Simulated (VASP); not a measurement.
# Sb (R-3m) in VASP: a series of runs

The runs below take Sb through single point, relaxation of cell and atoms, with PBEsol.

Program: VASP 6.6.1. These are calculated values, not measurements. Logs are shortened: lines on timing, memory, paths and dates and some standing lists are left out, and cuts for length are marked.

## Step 1: The cell of the first run

Symmetry: R-3m, No. 166, trigonal system. The conventional cell has a = 4.187 Å, b = 4.187 Å, c = 10.654 Å, α = 90.00°, β = 90.00°, γ = 120.00°. Within 3.8 Å of Sb (site symmetry 3m) lie 6 Sb at 2.86 to 3.15 Å.

## Step 2: Single point, PBEsol

Input file INCAR:

```
ALGO = Normal ; EDIFF = 1E-6
ENCUT = 520 ; GGA = PS
ISIF = 2 ; ISMEAR = 0
LASPH = True ; LCHARG = True
LELF = True ; LREAL = False
LVHAR = True ; LWAVE = False
NBANDS = 12 ; NELM = 80
PREC = Accurate ; SIGMA = 0.1
```

Input file KPOINTS:

```
k-points
0
Gamma
  6 6 6
```

Input file POSCAR:

```
Sb
1.0
    2.0935312962      1.2087008574      3.5514985729
   -2.0935312962      1.2087008574      3.5514985729
    0.0000000000     -2.4174017148      3.5514985729
Sb
2
Direct
    0.2387094459      0.2387094459      0.2387094459
    0.7612905541      0.7612905541      0.7612905541
```

Potentials or basis: VASP PAW PBE potentials, release 64 (Sb).

The run is started by

```sh
$ cat potpaw_PBE.64/Sb/POTCAR > POTCAR
$ mpirun -np 1 vasp_std > vasp.out
```

OUTCAR:

```text
EDIFF = 1E-6
   ENCUT = 520
   GGA = PS
   ISIF = 2
   ISMEAR = 0
   LASPH = True
   LREAL = False
   NELM = 80
   PREC = Accurate

 ion  position               nearest neighbor table
   1  0.239  0.239  0.239-   2 2.86   2 2.86   2 2.86   2 3.15   2 3.15   2 3.15
   2  0.761  0.761  0.761-   1 2.86   1 2.86   1 2.86   1 3.15   1 3.15   1 3.15

  LATTYP: Found a trigonal (rhomboedric) cell.
 ALAT       =     4.2961579538
 COS(alpha) =     0.5250712835

  Lattice vectors:

 A1 = (   2.0935312962,   1.2087008574,   3.5514985729)
 A2 = (  -2.0935312962,   1.2087008574,   3.5514985729)
 A3 = (   0.0000000000,  -2.4174017148,   3.5514985729)

Analysis of symmetry for initial positions (statically):
=====================================================================
 Subroutine PRICEL returns:
 Original cell was already a primitive cell.

 Routine SETGRP: Setting up the symmetry group for a
 trigonal (rhombohedral) supercell.

 Subroutine GETGRP returns: Found 12 space group operations
 (whereof 12 operations were pure point group operations)
 out of a pool of 12 trial point group operations.

The static configuration has the point symmetry D_3d.

Analysis of symmetry for dynamics (positions and initial velocities):
=====================================================================
 Subroutine PRICEL returns:
 Original cell was already a primitive cell.

 Routine SETGRP: Setting up the symmetry group for a
 trigonal (rhombohedral) supercell.

 Subroutine GETGRP returns: Found 12 space group operations
 (whereof 12 operations were pure point group operations)
 out of a pool of 12 trial point group operations.

The dynamic configuration has the point symmetry D_3d.

 Subroutine INISYM returns: Found 12 space group operations
 (whereof 12 operations are pure point group operations),
 and found     1 'primitive' translations

----------------------------------------------------------------------------------------

                                     Primitive cell

  volume of cell :      53.9214

  direct lattice vectors                    reciprocal lattice vectors
     2.093531296  1.208700857  3.551498573     0.238830917  0.137889094  0.093857093
    -2.093531296  1.208700857  3.551498573    -0.238830917  0.137889094  0.093857093
     0.000000000 -2.417401715  3.551498573     0.000000000 -0.275778189  0.093857093

  length of vectors
     4.296157954  4.296157954  4.296157954     0.291312141  0.291312141  0.291312141

  position of ions in fractional coordinates (direct lattice)
[... 84 lines left out ...]
   NFREE  =      0    steps in history (QN), initial steepest desc. (CG)
   ISIF   =      2    stress and relaxation
   ISYM   =      2    0-nonsym 1-usesym 2-fastsym
   POTIM  = 0.5000    time-step for ionic-motion
   TEBEG  =    0.0;   TEEND  =   0.0 temperature during run
   PSTRESS=    0.0 pullay stress
   NELECT =      10.0000    total number of electrons
   NUPDOWN=      -1.0000    fix difference up-down
   EMIN   =  10.00;   EMAX   =-10.00  energy-range for DOS
   EFERMI =   0.00;   METHOD = LEGACY
   ISMEAR =     0;   SIGMA  =   0.10  broadening in eV -4-tet -1-fermi 0-gaus
   EFERMI_NEDOS =   21; number of points for ismear=-14 and -15
   IALGO  =     38    algorithm
   IMIX   =      4    mixing-type and parameters
     AMIX     =   0.40;   BMIX     =  1.00
     AMIX_MAG =   1.60;   BMIX_MAG =  1.00
  volume/ion in A,a.u.               =      26.96       181.94
  Fermi-wavevector in a.u.,A,eV,Ry     =   0.933586  1.764222 11.858610  0.871583
  Thomas-Fermi vector in A             =   2.060303
   LORBIT       =      0    0 simple, 1 ext, 2 COOP (PROOUT), +10 PAW based schemes
   GGA     = PS    functional components
   LHFCALC =     F    Hartree Fock is set to
   AEXX    =    0.0000 exact exchange contribution
   IVDW    =     0    specifies the selected vdW correction
   LEPSILON=     F    determine dielectric tensor
   LRPA    =     F    only Hartree local field effects (RPA)
 non-spin polarized calculation
 Gauss-broadening in eV      SIGMA  =   0.10
  energy-cutoff  :      520.00
  volume of cell :       53.92
 maximum number of plane-waves:      1471
   NGX = 15   NGY = 15   NGZ = 15

 number of electron      10.0000000 magnetization

 Free energy of the ion-electron system (eV)
  ---------------------------------------------------
  ext. energy  EPLUGINS =         0.00000000
  ---------------------------------------------------
  free energy    TOTEN  =        -9.01644908 eV

  energy without entropy =       -9.01504220  energy(sigma->0) =       -9.01574564

 E-fermi :   8.5563     XC(G=0): -10.1697

 val. band max:        8.5419403104   @ k =   0.5000  -0.0000  -0.0000
 cond. band min:       8.7867013732   @ k =   0.5000  -0.0000  -0.0000
 fundamental gap:      0.2447610629
 Fermi energy:         8.5563001597

 k-point     1 :       0.0000    0.0000    0.0000
  band No.  band energies     occupation
      1      -4.9643      2.00000
      2       4.4585      2.00000
      3       6.3357      2.00000
      4       6.6024      2.00000
      5       6.6024      2.00000
      6      11.2348      0.00000
      7      11.6576      0.00000
      8      11.6576      0.00000
      9      13.3360      0.00000
     10      13.3360      0.00000
     11      13.4277      0.00000
     12      14.8385      0.00000
[... 331 lines left out ...]
 k-point    24 :      -0.3333    0.5000    0.1667
  band No.  band energies     occupation
      1      -1.7653      2.00000
      2      -0.3466      2.00000
      3       2.4798      2.00000
      4       3.5280      2.00000
      5       6.6307      2.00000
      6      10.7698      0.00000
      7      11.7151      0.00000
      8      14.8173      0.00000
      9      15.0664      0.00000
     10      16.0804      0.00000
     11      19.0016      0.00000
     12      19.7067      0.00000

 [... further k-points ...]
[... 5 lines left out ...]
  --------------------------------------------------------------------------------------
  -------------------------------------------------------------------------------------
  Total        2.3396993      2.3396993      2.1885294      0.0000000     -0.0000000      0.0000000
  in kB       69.5199496     69.5199496     65.0282086      0.0000000     -0.0000000      0.0000000
  external PRESSURE =      68.0227026 kB  Pullay stress =       0.0000000 kB

 VOLUME and BASIS-vectors are now :
 -----------------------------------------------------------------------------
  energy-cutoff  :      520.00
  volume of cell :       53.92
      direct lattice vectors                 reciprocal lattice vectors
     2.093531296  1.208700857  3.551498573     0.238830917  0.137889094  0.093857093
    -2.093531296  1.208700857  3.551498573    -0.238830917  0.137889094  0.093857093
     0.000000000 -2.417401715  3.551498573     0.000000000 -0.275778189  0.093857093

 POSITION                                       TOTAL-FORCE (eV/Angst)
 -----------------------------------------------------------------------------------
      0.00000      0.00000      2.54333         0.000000     -0.000000      0.093781
      0.00000      0.00000      8.11117         0.000000      0.000000     -0.093781
 -----------------------------------------------------------------------------------
    total drift:                               -0.000000      0.000000     -0.000000

  FREE ENERGIE OF THE ION-ELECTRON SYSTEM (eV)
  ---------------------------------------------------
  free  energy   TOTEN  =        -9.0164490809 eV

  energy  without entropy=       -9.0150421955  energy(sigma->0) =       -9.01574564
```

Wall time 21 s (1 thread of Intel Xeon Platinum 8259CL at 2.50GHz (Skylake/Cascade Lake), shared host); peak memory 0.17 GiB.

Results:

* Free energy: -9.0164 eV
* Pressure: 6.8 GPa
* Largest force: 0.094 eV/Å
* Band gap on the k mesh: zero (bands 5 and 6 overlap by 0.62 eV)

Forces in eV/Å, atoms in the order of the input:
```
Sb   0.000  0.000  0.094
Sb   0.000  0.000 -0.094
```

Stress tensor (GPa, compression positive):
```
6.95 0.00 0.00
0.00 6.95 0.00
0.00 0.00 6.50
```

Levels at points of the mesh, in eV from the Fermi level:
| k point | band 2 | band 3 | band 4 | band 5 | band 6 | band 7 | band 8 | band 9 |
| --- | --- | --- | --- | --- | --- | --- | --- | --- |
| (0.00, 0.00, 0.00) | -4.10 | -2.22 | -1.95 | -1.95 | 2.68 | 3.10 | 3.10 | 4.78 |
| (0.50, 0.00, 0.00) | -10.24 | -1.74 | -1.63 | -0.49 | -0.05 | -0.01 | 0.23 | 8.15 |
| (0.50, 0.50, 0.00) | -7.89 | -6.26 | -4.27 | -4.14 | 1.33 | 5.65 | 5.93 | 8.14 |
| (0.50, 0.50, 0.50) | -9.81 | -1.27 | -1.27 | -0.27 | -0.27 | -0.17 | 0.98 | 7.78 |

Caveat: the cell stands under pressure; the PAW data sets were made with another functional, which shifts forces and pressure a little; spin-orbit coupling is left out, which moves the levels of the heavy elements.

## Step 3: Relaxation of cell and atoms, PBEsol, target pressure 6.5 GPa, at which the enthalpy is minimised

Input file INCAR:

```
SYSTEM = Sb
  PREC = Accurate
  ENCUT = 600
  EDIFF = 1E-6
  ISMEAR = 0
  SIGMA = 0.1
  LREAL = .False.
  LASPH = .True.
  NELM = 80
  ALGO = Normal
  ISIF = 3
  LWAVE = .False.
  LCHARG = .False.
  GGA = PS
  IBRION = 2
  NSW = 80
  EDIFFG = -0.05
  PSTRESS = 65.0
```

Input file KPOINTS:

```
regular mesh
0
Gamma
  6 6 6
  0 0 0
```

POSCAR is that of step 2.

Potentials or basis: VASP PAW PBE potentials, release 64 (Sb).

The run is started by

```sh
$ cat potpaw_PBE.64/Sb/POTCAR > POTCAR
$ mpirun -np 1 vasp_std > vasp.out
```

OUTCAR:

```text
SYSTEM = Sb
   PREC = Accurate
   ENCUT = 600
   EDIFF = 1E-6
   ISMEAR = 0
   LREAL = .False.
   LASPH = .True.
   NELM = 80
   ISIF = 3
   GGA = PS
   IBRION = 2
   NSW = 80
   EDIFFG = -0.05
   PSTRESS = 65.0

 ion  position               nearest neighbor table
   1  0.239  0.239  0.239-   2 2.86   2 2.86   2 2.86   2 3.15   2 3.15   2 3.15
   2  0.761  0.761  0.761-   1 2.86   1 2.86   1 2.86   1 3.15   1 3.15   1 3.15

  LATTYP: Found a trigonal (rhomboedric) cell.
 ALAT       =     4.2961579538
 COS(alpha) =     0.5250712835

  Lattice vectors:

 A1 = (   2.0935312962,   1.2087008574,   3.5514985729)
 A2 = (  -2.0935312962,   1.2087008574,   3.5514985729)
 A3 = (   0.0000000000,  -2.4174017148,   3.5514985729)

Analysis of symmetry for initial positions (statically):
=====================================================================
 Subroutine PRICEL returns:
 Original cell was already a primitive cell.

 Routine SETGRP: Setting up the symmetry group for a
 trigonal (rhombohedral) supercell.

 Subroutine GETGRP returns: Found 12 space group operations
 (whereof 12 operations were pure point group operations)
 out of a pool of 12 trial point group operations.

[... 170 lines left out ...]
  --------------------------------------------------------------------------------------
  -------------------------------------------------------------------------------------
  Total        2.3389530      2.3389530      2.1877542      0.0000000     -0.0000000      0.0000000
  in kB       69.4977734     69.4977734     65.0051738      0.0000000     -0.0000000      0.0000000
  external PRESSURE =       3.0002402 kB  Pullay stress =      65.0000000 kB
[... 101 lines left out ...]
--------------------------------------- Ionic step        4  -------------------------------------------

 number of electron      10.0000000 magnetization

 Free energy of the ion-electron system (eV)
  ---------------------------------------------------
  ext. energy  EPLUGINS =         0.00000000
  ---------------------------------------------------
  free energy    TOTEN  =        -9.02288051 eV

  energy without entropy =       -9.02145798  energy(sigma->0) =       -9.02216925

 E-fermi :   8.4959     XC(G=0): -10.1614

 val. band max:        8.4795781230   @ k =   0.5000  -0.0000  -0.0000
 cond. band min:       8.7634260663   @ k =   0.5000  -0.0000  -0.0000
 fundamental gap:      0.2838479433
 Fermi energy:         8.4958772037

 k-point     1 :       0.0000    0.0000    0.0000
  band No.  band energies     occupation
      1      -4.9680      2.00000
      2       4.4110      2.00000
      3       6.3469      2.00000
      4       6.5553      2.00000
      5       6.5553      2.00000
      6      11.2617      0.00000
      7      11.6397      0.00000
      8      11.6397      0.00000
      9      13.2599      0.00000
[... 265 lines left out ...]
 k-point    24 :      -0.3333    0.5000    0.1667
  band No.  band energies     occupation
      1      -1.7705      2.00000
      2      -0.3712      2.00000
      3       2.4559      2.00000
      4       3.5060      2.00000
      5       6.6019      2.00000
      6      10.7349      0.00000
      7      11.6846      0.00000
      8      14.7595      0.00000
      9      15.0438      0.00000

 [... further k-points ...]
[... 5 lines left out ...]
  --------------------------------------------------------------------------------------
  -------------------------------------------------------------------------------------
  Total        2.1604469      2.1604469      2.1092740     -0.0000000     -0.0000000      0.0000000
  in kB       64.0475120     64.0475120     62.5304663     -0.0000000     -0.0000000      0.0000000
  external PRESSURE =      -1.4581699 kB  Pullay stress =      65.0000000 kB
[... 21 lines left out ...]
  energy  without entropy=       -9.0214579843  energy(sigma->0) =       -9.02216925

  enthalpy is  TOTEN    =        -6.8303043601 eV   P V=        2.1925761519

 reached required accuracy - stopping structural energy minimisation
```

OSZICAR:

```text
N       E                     dE             d eps       ncg     rms          rms(c)
DAV:   1     0.409006920423E+02    0.40901E+02   -0.41101E+03   576   0.992E+02
DAV:   2    -0.724039054200E+01   -0.48141E+02   -0.47531E+02   793   0.134E+02
DAV:   3    -0.901985586662E+01   -0.17795E+01   -0.17666E+01   734   0.305E+01
DAV:   4    -0.903453010307E+01   -0.14674E-01   -0.14670E-01   747   0.314E+00
[... 19 lines left out ...]
       N       E                     dE             d eps       ncg     rms          rms(c)
DAV:   1    -0.902298600563E+01    0.52995E-02   -0.28907E-02   637   0.100E+00    0.554E-02
DAV:   2    -0.902294035904E+01    0.45647E-04   -0.76050E-04   635   0.224E-01    0.395E-02
DAV:   3    -0.902288072600E+01    0.59633E-04   -0.16837E-04   671   0.749E-02    0.716E-03
DAV:   4    -0.902288051204E+01    0.21396E-06   -0.47721E-06   634   0.188E-02
   4 F= -.68303044E+01 E0= -.68295931E+01  d E =-.699724E-03
```

CONTCAR:

```text
Sb
   1.00000000000000
     2.0996647083460842    1.2122419845493400    3.5388437822420746
    -2.0996647083460842    1.2122419845493400    3.5388437822420746
    -0.0000000000000000   -2.4244839690986799    3.5388437822420746
  Sb
     2
Direct
     0.2393845166540754    0.2393845166540754    0.2393845166540754
     0.7606154833459247    0.7606154833459247    0.7606154833459247

  0.00000000E+00  0.00000000E+00  0.00000000E+00
  0.00000000E+00  0.00000000E+00  0.00000000E+00
```

Wall time 52 s (1 thread of Intel Xeon Platinum 8259CL at 2.50GHz (Skylake/Cascade Lake), shared host); peak memory 0.2 GiB.

What came out:

```
Free energy                                                : -9.0229 eV
Relaxed volume                                             : 27.02 Å³/atom
Relaxed cell                                               : a = 4.290 Å, b = 4.290 Å, c = 4.290 Å, α = 58.61°, β = 58.61°, γ = 58.61°
Space group after relaxing (to 0.1 Å)                      : R-3m (No. 166)
Energy change on relaxing (the run minimises the enthalpy) : -3.2 meV/atom
Ionic steps                                                : 4
Pressure after relaxing                                    : 6.4 GPa
Largest force after relaxing                               : 0.030 eV/Å
Band gap on the k mesh                                     : zero (bands 5 and 6 overlap by 0.65 eV)
```

Forces in eV/Å, atoms in the order of the input:
```
Sb   0.000  0.000  0.030
Sb   0.000  0.000 -0.030
```

Stress tensor (GPa, compression positive):
```
6.40 0.00 0.00
0.00 6.40 0.00
0.00 0.00 6.25
```

Step by step:
| step | energy change (eV) | largest force (eV/Å) | pressure (GPa) | volume (Å³) |
| --- | --- | --- | --- | --- |
| 1 | 0.0000 | 0.0938 | 6.80 | 53.92 |
| 2 | -0.0166 | 0.0243 | 6.01 | 54.32 |
| 3 | -0.0118 | 0.0451 | 6.24 | 54.20 |
| 4 | -0.0064 | 0.0298 | 6.35 | 54.04 |

Final structure:
```cif
data_structure
_symmetry_space_group_name_H-M 'P 1'
_symmetry_Int_Tables_number 1
_cell_length_a 4.2897
_cell_length_b 4.2897
_cell_length_c 4.2897
_cell_angle_alpha 58.611
_cell_angle_beta 58.611
_cell_angle_gamma 58.611
_cell_volume 54.04
loop_
_atom_site_label
_atom_site_type_symbol
_atom_site_fract_x
_atom_site_fract_y
_atom_site_fract_z
_atom_site_occupancy
Sb1 Sb 0.23938 0.23938 0.23938 1
Sb2 Sb 0.76062 0.76062 0.76062 1
```

Caveat: the cell is relaxed towards a set pressure, so the run minimises the enthalpy, not the energy; the PAW data sets were made with another functional, which shifts forces and pressure a little; spin-orbit coupling is left out, which moves the levels of the heavy elements; the relaxation stopped at a loose force limit of 0.05 eV/Å, so its end isn't a converged minimum.

(Continued in part 2 of 2.)
